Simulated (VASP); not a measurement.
# K2S (Fm-3m) in VASP: further runs

K2S is run at these levels: LDA, r2SCAN, HSE06; tasks: single point.

Program: VASP 6.6.1. These are calculated values, not measurements. Logs are shortened: lines on timing, memory, paths and dates and some standing lists are left out, and cuts for length are marked.

### 1 The cell of the first run

The structure is cubic, space group Fm-3m (No. 225). Conventional cell: a = 7.405 Å, b = 7.405 Å, c = 7.405 Å, α = 90.00°, β = 90.00°, γ = 90.00°. Within 4.2 Å of K (site symmetry -43m) lie 4 S at 3.21 Å and 6 K at 3.70 Å. S (site symmetry m-3m) has 8 K at 3.21 Å within 4.2 Å.

### 2 Single point, LDA

Input file INCAR:

```
SYSTEM = K2S
  PREC = Accurate
  ENCUT = 500
  EDIFF = 1E-6
  ISMEAR = 0
  SIGMA = 0.01
  LREAL = .False.
  LASPH = .True.
  NELM = 120
  ALGO = Normal
  ISIF = 2
  LWAVE = .False.
  LCHARG = .False.
  NBANDS = 19
  GGA_COMPAT = .False.
```

Input file KPOINTS:

```
Automatic mesh
0
Gamma
  4 4 4
  0 0 0
```

Input file POSCAR:

```
K2S
1.0
    0.0000000000      3.7027186909      3.7027186909
    3.7027186909      0.0000000000      3.7027186909
    3.7027186909      3.7027186909      0.0000000000
K S
2 1
Direct
    0.2500000000      0.2500000000      0.2500000000
    0.7500000000      0.7500000000      0.7500000000
    0.0000000000      0.0000000000      0.0000000000
```

Potentials or basis: VASP PAW LDA potentials, release 64 (K_sv, S).

Run with:

```
$ cat potpaw_LDA.64/K_sv/POTCAR potpaw_LDA.64/S/POTCAR > POTCAR
$ mpirun -np 1 vasp_std > vasp.out
```

OUTCAR:

```text
SYSTEM = K2S
   PREC = Accurate
   ENCUT = 500
   EDIFF = 1E-6
   ISMEAR = 0
   LREAL = .False.
   LASPH = .True.
   NELM = 120
   ISIF = 2

 ion  position               nearest neighbor table
   1  0.250  0.250  0.250-   3 3.21   3 3.21   3 3.21   3 3.21   2 3.70   2 3.70   2 3.70   2 3.70
                             2 3.70   2 3.70
   2  0.750  0.750  0.750-   3 3.21   3 3.21   3 3.21   3 3.21   1 3.70   1 3.70   1 3.70   1 3.70
                             1 3.70   1 3.70
   3  0.000  0.000  0.000-   1 3.21   2 3.21   2 3.21   2 3.21   2 3.21   1 3.21   1 3.21   1 3.21

  LATTYP: Found a face centered cubic cell.
 ALAT       =     7.4054373818

  Lattice vectors:

 A1 = (   0.0000000000,   3.7027186909,   3.7027186909)
 A2 = (   3.7027186909,   0.0000000000,   3.7027186909)
 A3 = (   3.7027186909,   3.7027186909,   0.0000000000)

Analysis of symmetry for initial positions (statically):
=====================================================================
 Subroutine PRICEL returns:
 Original cell was already a primitive cell.

 Routine SETGRP: Setting up the symmetry group for a
 face centered cubic supercell.

 Subroutine GETGRP returns: Found 48 space group operations
 (whereof 48 operations were pure point group operations)
 out of a pool of 48 trial point group operations.

The static configuration has the point symmetry O_h .

Analysis of symmetry for dynamics (positions and initial velocities):
=====================================================================
 Subroutine PRICEL returns:
 Original cell was already a primitive cell.

 Routine SETGRP: Setting up the symmetry group for a
 face centered cubic supercell.

 Subroutine GETGRP returns: Found 48 space group operations
 (whereof 48 operations were pure point group operations)
 out of a pool of 48 trial point group operations.

The dynamic configuration has the point symmetry O_h .

 Subroutine INISYM returns: Found 48 space group operations
 (whereof 48 operations are pure point group operations),
 and found     1 'primitive' translations

----------------------------------------------------------------------------------------

                                     Primitive cell

  volume of cell :     101.5295

  direct lattice vectors                    reciprocal lattice vectors
     0.000000000  3.702718691  3.702718691    -0.135035913  0.135035913  0.135035913
     3.702718691  0.000000000  3.702718691     0.135035913 -0.135035913  0.135035913
     3.702718691  3.702718691  0.000000000     0.135035913  0.135035913 -0.135035913

  length of vectors
     5.236434990  5.236434990  5.236434990     0.233889063  0.233889063  0.233889063

  position of ions in fractional coordinates (direct lattice)
     0.250000000  0.250000000  0.250000000
     0.750000000  0.750000000  0.750000000
     0.000000000  0.000000000  0.000000000

  ion indices of the primitive-cell ions
   primitive index   ion index
                 1           1
                 2           2
                 3           3

----------------------------------------------------------------------------------------

 KPOINTS: Automatic mesh

Automatic generation of k-mesh.
 Grid dimensions read from file:
 generate k-points for:    4    4    4

 Generating k-lattice:

  Cartesian coordinates                     Fractional coordinates (reciprocal lattice)
    -0.033758978  0.033758978  0.033758978     0.250000000  0.000000000  0.000000000
     0.033758978 -0.033758978  0.033758978     0.000000000  0.250000000  0.000000000
     0.033758978  0.033758978 -0.033758978     0.000000000  0.000000000  0.250000000

  Length of vectors
     0.058472266  0.058472266  0.058472266

  Shift w.r.t. Gamma in fractional coordinates (k-lattice)
     0.000000000  0.000000000  0.000000000

 Subroutine IBZKPT returns following result:
 ===========================================

 Found      8 irreducible k-points:

 Following reciprocal coordinates:
            Coordinates               Weight
  0.000000  0.000000  0.000000      1.000000
  0.250000  0.000000  0.000000      8.000000
  0.500000  0.000000  0.000000      4.000000
  0.250000  0.250000  0.000000      6.000000
  0.500000  0.250000  0.000000     24.000000
 -0.250000  0.250000  0.000000     12.000000
  0.500000  0.500000  0.000000      3.000000
 -0.250000  0.500000  0.250000      6.000000
   k-points           NKPTS =      8   k-points in BZ     NKDIM =      8   number of bands    NBANDS=     19
   number of dos      NEDOS =    301   number of ions     NIONS =      3
   total plane-waves  NPLWV =  64000
   dimension x,y,z NGX =    40 NGY =   40 NGZ =   40
   dimension x,y,z NGXF=    80 NGYF=   80 NGZF=   80
   ions per type =               2   1
   NGX,Y,Z   is equivalent  to a cutoff of  12.70, 12.70, 12.70 a.u.
   NGXF,Y,Z  is equivalent  to a cutoff of  25.40, 25.40, 25.40 a.u.
 SYSTEM =  K2S
   PREC   = accura    normal or accurate (medium, high low for compatibility)
   ISTART =      0    job   : 0-new  1-cont  2-samecut
   ICHARG =      2    charge: 1-file 2-atom 10-const
   ISPIN  =      1    spin polarized calculation?
   LNONCOLLINEAR =      F non collinear calculations
   LSORBIT =      F    spin-orbit coupling
   LASPH  =      T    aspherical Exc in radial PAW
   ENCUT  =  500.0 eV  36.75 Ry    6.06 a.u.   9.55  9.55  9.55*2*pi/ulx,y,z
   NELM   =    120;   NELMIN=  2; NELMDL= -5     # of ELM steps
   EDIFF  = 0.1E-05   stopping-criterion for ELM
   LREAL  =      F    real-space projection
   EDIFFG = 0.1E-04   stopping-criterion for IOM
   NSW    =      0    number of steps for IOM
   IBRION =     -1    ionic relax: 0-MD 1-quasi-New 2-CG
   NFREE  =      0    steps in history (QN), initial steepest desc. (CG)
   ISIF   =      2    stress and relaxation
   ISYM   =      2    0-nonsym 1-usesym 2-fastsym
   POTIM  = 0.5000    time-step for ionic-motion
   TEBEG  =    0.0;   TEEND  =   0.0 temperature during run
   PSTRESS=    0.0 pullay stress
   NELECT =      24.0000    total number of electrons
   NUPDOWN=      -1.0000    fix difference up-down
   EMIN   =  10.00;   EMAX   =-10.00  energy-range for DOS
   EFERMI =   0.00;   METHOD = LEGACY
   ISMEAR =     0;   SIGMA  =   0.01  broadening in eV -4-tet -1-fermi 0-gaus
   EFERMI_NEDOS =   21; number of points for ismear=-14 and -15
   IALGO  =     38    algorithm
   IMIX   =      4    mixing-type and parameters
     AMIX     =   0.40;   BMIX     =  1.00
     AMIX_MAG =   1.60;   BMIX_MAG =  1.00
  volume/ion in A,a.u.               =      33.84       228.38
  Fermi-wavevector in a.u.,A,eV,Ry     =   1.012235  1.912846 13.940787  1.024619
  Thomas-Fermi vector in A             =   2.145332
   LORBIT       =      0    0 simple, 1 ext, 2 COOP (PROOUT), +10 PAW based schemes
   GGA     = CA    functional components
   LHFCALC =     F    Hartree Fock is set to
   AEXX    =    0.0000 exact exchange contribution
   IVDW    =     0    specifies the selected vdW correction
   LEPSILON=     F    determine dielectric tensor
   LRPA    =     F    only Hartree local field effects (RPA)
 non-spin polarized calculation
 Gauss-broadening in eV      SIGMA  =   0.01
  energy-cutoff  :      500.00
  volume of cell :      101.53
 maximum number of plane-waves:      2637
 NGX is ok and might be reduce to    40
   NGX = 19   NGY = 19   NGZ = 19

 number of electron      23.9999996 magnetization

 Free energy of the ion-electron system (eV)
  ---------------------------------------------------
  ext. energy  EPLUGINS =         0.00000000
  ---------------------------------------------------
  free energy    TOTEN  =       -10.36176607 eV

  energy without entropy =      -10.36176607  energy(sigma->0) =      -10.36176607

 E-fermi :  -0.5518     XC(G=0):  -7.8139

 val. band max:       -0.6258404333   @ k =   0.5000   0.5000   0.0000
 cond. band min:       1.4848473255   @ k =   0.0000   0.0000   0.0000
 fundamental gap:      2.1106877589
 Fermi energy:        -0.5518128219

 k-point     1 :       0.0000    0.0000    0.0000
  band No.  band energies     occupation
      1     -29.4403      2.00000
      2     -29.3514      2.00000
      3     -13.2773      2.00000
      4     -13.2773      2.00000
      5     -13.2773      2.00000
      6     -13.0245      2.00000
      7     -13.0245      2.00000
      8     -13.0245      2.00000
      9     -10.1829      2.00000
     10      -0.8327      2.00000
     11      -0.8327      2.00000
     12      -0.8327      2.00000
     13       1.4848      0.00000
     14       4.6408      0.00000
     15       4.6408      0.00000
     16       6.6624      0.00000
     17       6.6624      0.00000
     18       6.6624      0.00000
     19       7.5725      0.00000

 k-point     2 :       0.2500    0.0000    0.0000
  band No.  band energies     occupation
      1     -29.4267      2.00000
      2     -29.3639      2.00000
      3     -13.2665      2.00000
      4     -13.2447      2.00000
      5     -13.2447      2.00000
      6     -13.1137      2.00000
      7     -13.0659      2.00000
      8     -13.0659      2.00000
      9     -10.0709      2.00000
     10      -1.1544      2.00000
     11      -0.7648      2.00000
     12      -0.7648      2.00000
     13       2.5754      0.00000
     14       4.7492      0.00000
     15       4.7492      0.00000
     16       5.6203      0.00000
     17       6.7104      0.00000
     18       6.8974      0.00000
     19       6.8975      0.00000

 k-point     3 :       0.5000    0.0000    0.0000
  band No.  band energies     occupation
      1     -29.3948      2.00000
      2     -29.3947      2.00000
      3     -13.2702      2.00000
      4     -13.1811      2.00000
      5     -13.1649      2.00000
      6     -13.1649      2.00000
      7     -13.1545      2.00000
      8     -13.1545      2.00000
      9      -9.9689      2.00000
     10      -1.2885      2.00000
     11      -0.6962      2.00000
     12      -0.6962      2.00000
     13       3.8822      0.00000
     14       4.1261      0.00000
     15       4.9930      0.00000
     16       4.9930      0.00000
     17       6.8232      0.00000
     18       6.8234      0.00000
     19       6.9147      0.00000

 k-point     4 :       0.2500    0.2500    0.0000
  band No.  band energies     occupation
      1     -29.4247      2.00000
      2     -29.3655      2.00000
      3     -13.3104      2.00000
      4     -13.3104      2.00000
      5     -13.2723      2.00000
      6     -13.1177      2.00000
      7     -13.0049      2.00000
      8     -13.0049      2.00000
      9     -10.0409      2.00000
     10      -1.2610      2.00000
     11      -0.7255      2.00000
     12      -0.7255      2.00000
     13       2.8270      0.00000
     14       4.1618      0.00000
     15       5.0966      0.00000
     16       5.6556      0.00000
     17       6.6258      0.00000
     18       6.6258      0.00000
     19       6.8358      0.00000

 k-point     5 :       0.5000    0.2500    0.0000
  band No.  band energies     occupation
      1     -29.4050      2.00000
      2     -29.3841      2.00000
      3     -13.4111      2.00000
      4     -13.3017      2.00000
      5     -13.2885      2.00000
      6     -13.0480      2.00000
      7     -13.0354      2.00000
      8     -13.0124      2.00000
      9      -9.9461      2.00000
     10      -1.2421      2.00000
     11      -0.8084      2.00000
     12      -0.6611      2.00000
     13       3.0997      0.00000
     14       4.6715      0.00000
     15       5.0468      0.00000
     16       5.4620      0.00000
     17       6.3122      0.00000
     18       6.5434      0.00000
     19       7.2952      0.00000

 k-point     6 :      -0.2500    0.2500    0.0000
  band No.  band energies     occupation
      1     -29.4095      2.00000
      2     -29.3800      2.00000
      3     -13.3791      2.00000
      4     -13.2413      2.00000
      5     -13.1859      2.00000
      6     -13.1528      2.00000
      7     -13.1333      2.00000
      8     -12.9867      2.00000
      9      -9.9742      2.00000
     10      -1.1554      2.00000
     11      -0.8696      2.00000
     12      -0.7004      2.00000
     13       3.2705      0.00000
     14       4.4743      0.00000
     15       4.9743      0.00000
     16       5.6448      0.00000
     17       6.1002      0.00000
     18       6.3939      0.00000
     19       7.2495      0.00000

 k-point     7 :       0.5000    0.5000    0.0000
  band No.  band energies     occupation
      1     -29.4090      2.00000
      2     -29.3795      2.00000
      3     -13.4959      2.00000
      4     -13.3429      2.00000
      5     -13.3429      2.00000
      6     -12.9852      2.00000
      7     -12.9852      2.00000
      8     -12.9520      2.00000
      9      -9.9218      2.00000
     10      -1.4235      2.00000
     11      -0.6258      2.00000
     12      -0.6258      2.00000
     13       2.6664      0.00000
     14       4.4217      0.00000
     15       5.7478      0.00000
     16       5.7714      0.00000
     17       6.7564      0.00000
     18       6.7564      0.00000
     19       6.9444      0.00000

 k-point     8 :      -0.2500    0.5000    0.2500
  band No.  band energies     occupation
      1     -29.3943      2.00000
      2     -29.3943      2.00000
      3     -13.4687      2.00000
      4     -13.3720      2.00000
      5     -13.1681      2.00000
      6     -13.1681      2.00000
      7     -12.9701      2.00000
      8     -12.9673      2.00000
      9      -9.9193      2.00000
     10      -1.0354      2.00000
     11      -1.0354      2.00000
     12      -0.6427      2.00000
     13       2.8760      0.00000
     14       4.9142      0.00000
     15       4.9142      0.00000
     16       5.9054      0.00000
     17       6.4510      0.00000
     18       6.4510      0.00000
     19       7.0228      0.00000

------------------------ aborting loop because EDIFF is reached ----------------------------------------

  FORCE on cell =-STRESS in cart. coord.  units (eV):
  Direction    XX          YY          ZZ          XY          YZ          ZX
  --------------------------------------------------------------------------------------
  -------------------------------------------------------------------------------------
  Total       -1.0537383     -1.0537383     -1.0537383      0.0000000      0.0000000     -0.0000000
  in kB      -16.6284287    -16.6284287    -16.6284287      0.0000000      0.0000000     -0.0000000
  external PRESSURE =     -16.6284287 kB  Pullay stress =       0.0000000 kB

 VOLUME and BASIS-vectors are now :
 -----------------------------------------------------------------------------
  energy-cutoff  :      500.00
  volume of cell :      101.53
      direct lattice vectors                 reciprocal lattice vectors
     0.000000000  3.702718691  3.702718691    -0.135035913  0.135035913  0.135035913
     3.702718691  0.000000000  3.702718691     0.135035913 -0.135035913  0.135035913
     3.702718691  3.702718691  0.000000000     0.135035913  0.135035913 -0.135035913

 POSITION                                       TOTAL-FORCE (eV/Angst)
 -----------------------------------------------------------------------------------
      1.85136      1.85136      1.85136        -0.000000     -0.000000     -0.000000
      5.55408      5.55408      5.55408         0.000000      0.000000      0.000000
      0.00000      0.00000      0.00000        -0.000000      0.000000     -0.000000
 -----------------------------------------------------------------------------------
    total drift:                               -0.000000     -0.000000      0.000000

  FREE ENERGIE OF THE ION-ELECTRON SYSTEM (eV)
  ---------------------------------------------------
  free  energy   TOTEN  =       -10.3617660678 eV

  energy  without entropy=      -10.3617660678  energy(sigma->0) =      -10.36176607
```

Run time: 17 s. Hardware: 1 thread of Intel Xeon Platinum 8259CL at 2.50GHz (Skylake/Cascade Lake), shared host; peak memory 0.19 GiB.

What came out:

```
Free energy            : -10.3618 eV
Pressure               : -1.7 GPa
Band gap on the k mesh : 2.11 eV, indirect (least direct gap 2.32 eV)
```

### 3 Single point, r2SCAN

POSCAR is that of step 2.

Input file INCAR.step1:

```
ALGO     = Normal         # electronic algorithm
EDIFF    = 1E-5           # SCF threshold, eV
ENCUT    = 550            # plane-wave cutoff, eV
GGA      = PE             # functional
GGA_COMPAT= F            
ISMEAR   = 0              # smearing method
LASPH    = T              # aspherical terms in the spheres
LCHARG   = F              # write CHGCAR
LREAL    = F              # projectors in reciprocal space
LWAVE    = T              # write WAVECAR
NBANDS   = 19             # bands
NELM     = 120            # most SCF steps
PREC     = Accurate       # precision mode
SIGMA    = 0.01           # smearing width, eV
```

Input file INCAR.step2:

```
ALGO     = Normal         # electronic algorithm
EDIFF    = 1E-6           # SCF threshold, eV
ENCUT    = 550            # plane-wave cutoff, eV
GGA_COMPAT= F            
ISIF     = 2              # what is computed and relaxed
ISMEAR   = 0              # smearing method
ISTART   = 1            
LASPH    = T              # aspherical terms in the spheres
LCHARG   = F              # write CHGCAR
LMIXTAU  = T            
LREAL    = F              # projectors in reciprocal space
LWAVE    = F              # write WAVECAR
METAGGA  = R2SCAN         # meta-GGA
NBANDS   = 19             # bands
NELM     = 120            # most SCF steps
PREC     = Accurate       # precision mode
SIGMA    = 0.01           # smearing width, eV
```

Input file KPOINTS:

```
k-points
0
Gamma
  4 4 4
```

Potentials or basis: VASP PAW PBE potentials, release 64 (K_sv, S).

Run with:

```
$ cat potpaw_PBE.64/K_sv/POTCAR potpaw_PBE.64/S/POTCAR > POTCAR
$ cp INCAR.step1 INCAR
$ mpirun -np 1 vasp_std > vasp.out
$ cp INCAR.step2 INCAR
$ mpirun -np 1 vasp_std > vasp.out
```

Run time: 83 s. Hardware: 1 thread of Intel Xeon Platinum 8259CL at 2.50GHz (Skylake/Cascade Lake), shared host; peak memory 0.26 GiB.

It converged, with:

| Item | Value |
| --- | --- |
| Free energy | -23.8134 eV |
| Pressure | 0.0 GPa |
| Band gap on the k mesh | 2.76 eV, indirect (least direct gap 2.95 eV) |

Levels at points of the mesh, in eV from the valence-band top:
```
           k point  band 8  band 9  band 10  band 11  band 12  band 13  band 14  band 15  band 16  band 17
(0.00, 0.00, 0.00)  -13.05  -10.04    -0.19    -0.19    -0.19     2.76     5.95     5.95     8.00     8.00
(0.50, 0.00, 0.00)  -13.16   -9.84    -0.60    -0.06    -0.06     4.95     5.61     6.26     6.26     8.22
(0.50, 0.50, 0.00)  -12.98   -9.79    -0.71     0.00     0.00     3.71     5.90     7.18     7.20     8.13
```

Caveat: the PAW data sets were made with another functional, which shifts forces and pressure a little. r2SCAN opens gaps a little over a GGA but as a rule still falls short of measured ones.

(Part 1 of 2 ends here.)
